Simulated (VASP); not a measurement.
# ZnAu (R3m) in VASP: further runs

The runs below take ZnAu through electric field gradients, with PBEsol.

Everything below comes from runs of VASP 6.6.1. Logs are shortened: lines on timing, memory, paths and dates and some standing lists are left out, and cuts for length are marked.

## 1. The cell of the first run

Symmetry: R3m, No. 160, trigonal system. Conventional cell: a = 4.451 Å, b = 4.451 Å, c = 5.451 Å, α = 90.00°, β = 90.00°, γ = 120.00°. Zn (site symmetry 3m) has 8 Au at 2.45 to 3.00 Å and 6 Zn at 3.15 Å within 3.2 Å. Au (site symmetry 3m) has 8 Zn at 2.45 to 3.00 Å and 6 Au at 3.15 Å within 3.2 Å.

## 2. Electric field gradients, PBEsol (shortest bond scaled by 1.1)

Input file INCAR:

```
SYSTEM = ZnAu
  PREC = Accurate
  ENCUT = 520
  EDIFF = 1E-8
  ISMEAR = -1
  SIGMA = 0.05
  LREAL = .FALSE.
  LASPH = .TRUE.
  NELM = 60
  ALGO = Normal
  ISIF = 2
  LWAVE = .FALSE.
  LCHARG = .FALSE.
  GGA = PS
  LEFG = .TRUE.
  NBANDS = 18
```

Input file KPOINTS:

```
Automatic mesh
0
G
  10 10 10
  0 0 0
```

Input file POSCAR:

```
ZnAu
1.0
    3.1470000000      0.0000000000      0.0000000000
    0.0000000000      3.1470000000      0.0000000000
    0.0000000000      0.0000000000      3.1470000000
Zn Au
1 1
Direct
    0.5250000000      0.5250000000      0.5250000000
   -0.0250000000     -0.0250000000     -0.0250000000
```

Potentials or basis: VASP PAW PBE potentials, release 64 (Zn, Au).

Run with:

```sh
$ cat potpaw_PBE.64/Zn/POTCAR potpaw_PBE.64/Au/POTCAR > POTCAR
$ mpirun -np 1 vasp_std > vasp.out
```

OUTCAR:

```text
SYSTEM = ZnAu
   PREC = Accurate
   ENCUT = 520
   EDIFF = 1E-8
   ISMEAR = -1
   LREAL = .FALSE.
   LASPH = .TRUE.
   NELM = 60
   ISIF = 2
   GGA = PS

 ion  position               nearest neighbor table
   1  0.525  0.525  0.525-   2 2.45   2 2.65   2 2.65   2 2.65   2 2.83   2 2.83   2 2.83   2 3.00

   2  0.975  0.975  0.975-   1 2.45   1 2.65   1 2.65   1 2.65   1 2.83   1 2.83   1 2.83   1 3.00

  LATTYP: Found a simple cubic cell.
 ALAT       =     3.1470000000

  Lattice vectors:

 A1 = (   3.1470000000,   0.0000000000,   0.0000000000)
 A2 = (   0.0000000000,   3.1470000000,   0.0000000000)
 A3 = (   0.0000000000,   0.0000000000,   3.1470000000)

Analysis of symmetry for initial positions (statically):
=====================================================================
 Subroutine PRICEL returns:
 Original cell was already a primitive cell.

 Routine SETGRP: Setting up the symmetry group for a
 simple cubic supercell.

 Subroutine GETGRP returns: Found  6 space group operations
 (whereof  6 operations were pure point group operations)
 out of a pool of 48 trial point group operations.

The static configuration has the point symmetry C_3v.

Analysis of symmetry for dynamics (positions and initial velocities):
=====================================================================
 Subroutine PRICEL returns:
 Original cell was already a primitive cell.

 Routine SETGRP: Setting up the symmetry group for a
 simple cubic supercell.

 Subroutine GETGRP returns: Found  6 space group operations
 (whereof  6 operations were pure point group operations)
 out of a pool of 48 trial point group operations.

The dynamic configuration has the point symmetry C_3v.

 Subroutine INISYM returns: Found  6 space group operations
 (whereof  6 operations are pure point group operations),
 and found     1 'primitive' translations

----------------------------------------------------------------------------------------

                                     Primitive cell

  volume of cell :      31.1667

  direct lattice vectors                    reciprocal lattice vectors
     3.147000000  0.000000000  0.000000000     0.317762949  0.000000000  0.000000000
     0.000000000  3.147000000  0.000000000     0.000000000  0.317762949  0.000000000
[... 123 lines left out ...]

 Free energy of the ion-electron system (eV)
  ---------------------------------------------------
  ext. energy  EPLUGINS =         0.00000000
  ---------------------------------------------------
  free energy    TOTEN  =        -5.80810506 eV

  energy without entropy =       -5.80430670  energy(sigma->0) =       -5.80620588

 E-fermi :   6.9331     XC(G=0): -12.5160

 val. band max:        6.7447715293   @ k =   0.3000   0.1000   0.0000
 cond. band min:       6.9390328122   @ k =  -0.3000   0.1000   0.1000
 fundamental gap:      0.1942612829
 Fermi energy:         6.9331382366

 k-point     1 :       0.0000    0.0000    0.0000
  band No.  band energies     occupation
      1      -3.7645      2.00000
      2      -1.2241      2.00000
      3      -1.2241      2.00000
      4      -0.6136      2.00000
      5      -0.4652      2.00000
      6      -0.4652      2.00000
[... 481 lines left out ...]
      5      -0.5303      2.00000
      6      -0.0753      2.00000
[... 10 lines left out ...]
     17      21.4746      0.00000
     18      22.0534      0.00000

 [... further k-points ...]

------------------------ aborting loop because EDIFF is reached ----------------------------------------

  FORCE on cell =-STRESS in cart. coord.  units (eV):
  Direction    XX          YY          ZZ          XY          YZ          ZX
  --------------------------------------------------------------------------------------
  -------------------------------------------------------------------------------------
  Total        0.3295534      0.3295534      0.3295534      0.5341054      0.5341054      0.5341054
  in kB       16.9412778     16.9412778     16.9412778     27.4566363     27.4566363     27.4566363
  external PRESSURE =      16.9412778 kB  Pullay stress =       0.0000000 kB

 VOLUME and BASIS-vectors are now :
 -----------------------------------------------------------------------------
  energy-cutoff  :      520.00
  volume of cell :       31.17
      direct lattice vectors                 reciprocal lattice vectors
     3.147000000  0.000000000  0.000000000     0.317762949  0.000000000  0.000000000
     0.000000000  3.147000000  0.000000000     0.000000000  0.317762949  0.000000000
     0.000000000  0.000000000  3.147000000     0.000000000  0.000000000  0.317762949

 POSITION                                       TOTAL-FORCE (eV/Angst)
 -----------------------------------------------------------------------------------
      1.65217      1.65217      1.65217        -0.708297     -0.708297     -0.708297
      3.06833      3.06833      3.06833         0.708297      0.708297      0.708297
 -----------------------------------------------------------------------------------
    total drift:                               -0.000205     -0.000205     -0.000156

  FREE ENERGIE OF THE ION-ELECTRON SYSTEM (eV)
  ---------------------------------------------------
  free  energy   TOTEN  =        -5.8081050629 eV

  energy  without entropy=       -5.8043067043  energy(sigma->0) =       -5.80620588

 Electric field gradients (V/A^2)
---------------------------------------------------------------------
 ion       V_xx      V_yy      V_zz      V_xy      V_xz      V_yz
---------------------------------------------------------------------
   1      -0.000    -0.000    -0.000    -3.582    -3.582    -3.582
   2       0.000    -0.000     0.000    -8.273    -8.273    -8.273
---------------------------------------------------------------------

 Electric field gradients after diagonalization (V/A^2)
 (convention: |V_zz| > |V_xx| > |V_yy|)
----------------------------------------------------------------------
 ion       V_xx      V_yy      V_zz     asymmetry (V_yy - V_xx)/ V_zz
----------------------------------------------------------------------
   1       3.582     3.582    -7.165       0.000
   2       8.273     8.273   -16.546       0.000
----------------------------------------------------------------------

           NMR quadrupolar parameters

 Cq : quadrupolar parameter    Cq=e*Q*V_zz/h
 eta: asymmetry parameters     (V_yy - V_xx)/ V_zz
 Q  : nuclear electric quadrupole moment in mb (millibarn)
----------------------------------------------------------------------
 ion       Cq(MHz)       eta       Q (mb)
----------------------------------------------------------------------
   1      -0.017       0.000       1.000
   2      -0.040       0.000       1.000
----------------------------------------------------------------------
```

OSZICAR:

```text
N       E                     dE             d eps       ncg     rms          rms(c)
DAV:   1     0.131924740004E+03    0.13192E+03   -0.11398E+04  4288   0.166E+03
DAV:   2    -0.703356516313E+00   -0.13263E+03   -0.12645E+03  4262   0.316E+02
DAV:   3    -0.633657871337E+01   -0.56332E+01   -0.55961E+01  4614   0.702E+01
DAV:   4    -0.638567551207E+01   -0.49097E-01   -0.49083E-01  4492   0.585E+00
DAV:   5    -0.638621062237E+01   -0.53511E-03   -0.53510E-03  4482   0.657E-01    0.918E+00
DAV:   6    -0.585021095486E+01    0.53600E+00   -0.15034E+00  4480   0.140E+01    0.557E+00
DAV:   7    -0.581831628572E+01    0.31895E-01   -0.42240E-02  5706   0.379E+00    0.292E+00
DAV:   8    -0.580812994797E+01    0.10186E-01   -0.97230E-03  4342   0.978E-01    0.139E-01
DAV:   9    -0.580810567331E+01    0.24275E-04   -0.43975E-04  5158   0.298E-01    0.601E-02
DAV:  10    -0.580810417021E+01    0.15031E-05   -0.65925E-05  4456   0.642E-02    0.201E-02
DAV:  11    -0.580810536030E+01   -0.11901E-05   -0.56918E-06  4424   0.294E-02    0.848E-03
DAV:  12    -0.580810508739E+01    0.27291E-06   -0.40465E-07  5240   0.143E-02    0.157E-03
DAV:  13    -0.580810507224E+01    0.15145E-07   -0.32501E-08  3992   0.156E-03    0.494E-04
DAV:  14    -0.580810506285E+01    0.93914E-08   -0.25815E-09  2312   0.131E-03
   1 F= -.58081051E+01 E0= -.58062059E+01  d E =-.379836E-02
```

It took 22 s on 1 thread of Intel Xeon Platinum 8488C (Sapphire Rapids), shared host; peak memory 0.19 GiB.

Results:

- Free energy: -5.8081 eV
- Pressure: 1.7 GPa
- Largest force: 1.227 eV/Å
- Band gap on the k mesh: zero (an odd number of electrons rules out a gap without spin polarisation)
- Largest electric field gradient by atom: Zn -7.2; Au -16.5 V/Å²

Forces in eV/Å, atoms in the order of the input:
```
Zn  -0.708 -0.708 -0.708
Au   0.708  0.708  0.708
```

Stress tensor (GPa, compression positive):
```
1.69 2.75 2.75
2.75 1.69 2.75
2.75 2.75 1.69
```

Electric field gradients, principal values (V/Å²):
```
atom  least  middle  greatest (by size)
1 Zn  3.582   3.582              -7.165
2 Au  8.273   8.273             -16.546
```

Caveat: the cell differs from its parent crystal (shortest bond scaled by 1.1); without QUAD_EFG the Cq values of the log hold for a quadrupole moment of 1 mb, not for the nuclei; the PAW data sets were made with another functional, which shifts forces and pressure a little; spin-orbit coupling is left out, which moves the levels of the heavy elements.

## 3. Electric field gradients, PBEsol (shortest bond scaled by 0.7)

Input file INCAR:

```
SYSTEM = ZnAu
PREC     = Accurate       ! precision mode
ENCUT    = 520            ! plane-wave cutoff, eV
EDIFF    = 1E-8           ! SCF threshold, eV
ISMEAR   = -1             ! smearing method
SIGMA    = 0.05           ! smearing width, eV
LREAL    = .FALSE.        ! projectors in reciprocal space
LASPH    = .TRUE.         ! aspherical terms in the spheres
NELM     = 100            ! most SCF steps
ALGO     = Normal         ! electronic algorithm
ISIF     = 2              ! what is computed and relaxed
LWAVE    = .FALSE.        ! write WAVECAR
LCHARG   = .FALSE.        ! write CHGCAR
GGA      = PS             ! functional
LEFG     = .TRUE.       
NBANDS   = 18             ! bands
```

Input file KPOINTS:

```
regular mesh
0
G
  10 10 10
  0 0 0
```

Input file POSCAR:

```
ZnAu
1.0
    3.1470000000      0.0000000000      0.0000000000
    0.0000000000      3.1470000000      0.0000000000
    0.0000000000      0.0000000000      3.1470000000
Zn Au
1 1
Direct
    0.4250000000      0.4250000000      0.4250000000
    0.0750000000      0.0750000000      0.0750000000
```

Potentials or basis: VASP PAW PBE potentials, release 64 (Zn, Au).

Run with:

```sh
$ cat potpaw_PBE.64/Zn/POTCAR potpaw_PBE.64/Au/POTCAR > POTCAR
$ mpirun -np 1 vasp_std > vasp.out
```

OUTCAR:

```text
SYSTEM = ZnAu
   PREC = Accurate
   ENCUT = 520
   EDIFF = 1E-8
   ISMEAR = -1
   LREAL = .FALSE.
   LASPH = .TRUE.
   NELM = 100
   ISIF = 2
   GGA = PS

 ion  position               nearest neighbor table
   1  0.425  0.425  0.425-   2 1.91   2 2.57   2 2.57   2 2.57   2 3.10   2 3.10   2 3.10
   2  0.075  0.075  0.075-   1 1.91   1 2.57   1 2.57   1 2.57   1 3.10   1 3.10   1 3.10

  LATTYP: Found a simple cubic cell.
 ALAT       =     3.1470000000

  Lattice vectors:

 A1 = (   3.1470000000,   0.0000000000,   0.0000000000)
 A2 = (   0.0000000000,   3.1470000000,   0.0000000000)
[... 716 lines left out ...]
  free  energy   TOTEN  =        -2.5116018571 eV

  energy  without entropy=       -2.5065212001  energy(sigma->0) =       -2.50906153

 Electric field gradients (V/A^2)
---------------------------------------------------------------------
 ion       V_xx      V_yy      V_zz      V_xy      V_xz      V_yz
---------------------------------------------------------------------
   1       0.000     0.000    -0.000   -38.342   -38.342   -38.342
   2      -0.000    -0.000    -0.000   -84.296   -84.296   -84.296
---------------------------------------------------------------------

 Electric field gradients after diagonalization (V/A^2)
 (convention: |V_zz| > |V_xx| > |V_yy|)
----------------------------------------------------------------------
 ion       V_xx      V_yy      V_zz     asymmetry (V_yy - V_xx)/ V_zz
----------------------------------------------------------------------
   1      38.342    38.342   -76.684       0.000
   2      84.296    84.296  -168.592       0.000
----------------------------------------------------------------------

           NMR quadrupolar parameters

 Cq : quadrupolar parameter    Cq=e*Q*V_zz/h
 eta: asymmetry parameters     (V_yy - V_xx)/ V_zz
 Q  : nuclear electric quadrupole moment in mb (millibarn)
----------------------------------------------------------------------
 ion       Cq(MHz)       eta       Q (mb)
----------------------------------------------------------------------
   1      -0.185       0.000       1.000
   2      -0.408       0.000       1.000
----------------------------------------------------------------------
```

stdout:

```text
POSCAR found type information on POSCAR ZnAu
 POSCAR found :  2 types and       2 ions
 scaLAPACK will be used
 -----------------------------------------------------------------------------
|                                                                             |
|                                                                             |
|     You enforced a specific xc type in the INCAR file but a different       |
|     I HOPE YOU KNOW WHAT YOU ARE DOING!                                     |
|                                                                             |
 -----------------------------------------------------------------------------

 LDA part: xc-table for (Slater+PW92), standard interpolation
 POSCAR, INCAR and KPOINTS ok, starting setup
 FFT: planning ... GRIDC
 FFT: planning ... GRID_SOFT
 FFT: planning ... GRID
 WAVECAR not read
 entering main loop
ion   1

ion   2
```

Wall time 23 s (1 thread of Intel Xeon Platinum 8488C (Sapphire Rapids), shared host); peak memory 0.19 GiB.

Results:

| Item | Value |
| --- | --- |
| Free energy | -2.5116 eV |
| Pressure | 55.7 GPa |
| Largest force | 16.076 eV/Å |
| Band gap on the k mesh | zero (an odd number of electrons rules out a gap without spin polarisation) |
| Largest electric field gradient by atom | Zn -76.7; Au -168.6 V/Å² |

Forces in eV/Å, atoms in the order of the input:
```
Zn   9.281  9.281  9.281
Au  -9.281 -9.281 -9.281
```

Stress tensor (GPa, compression positive):
```
55.72 49.62 49.62
49.62 55.72 49.62
49.62 49.62 55.72
```

Levels at points of the mesh, in eV from the Fermi level:
```csv
k point,band 8,band 9,band 10,band 11,band 12,band 13,band 14,band 15
"(0.00, 0.00, 0.00)",-5.84,-4.13,-4.13,-3.61,6.10,6.25,6.25,7.79
"(0.50, 0.00, 0.00)",-5.47,-4.59,-4.40,-3.77,-2.58,8.21,8.82,10.51
"(0.50, 0.50, 0.00)",-4.79,-4.38,-3.61,-1.98,-1.66,0.39,2.57,11.07
"(0.50, 0.50, 0.50)",-6.61,-3.58,-3.58,1.20,2.47,2.66,2.66,3.74
```

Electric field gradients, principal values (V/Å²):
```
atom   least  middle  greatest (by size)
1 Zn  38.342  38.342             -76.684
2 Au  84.296  84.296            -168.592
```

Caveat: the cell differs from its parent crystal (shortest bond scaled by 0.7); the cell stands under pressure; without QUAD_EFG the Cq values of the log hold for a quadrupole moment of 1 mb, not for the nuclei; the PAW data sets were made with another functional, which shifts forces and pressure a little; spin-orbit coupling is left out, which moves the levels of the heavy elements.

The gap in the log of VASP goes by the Fermi energy; the results here count the filled bands.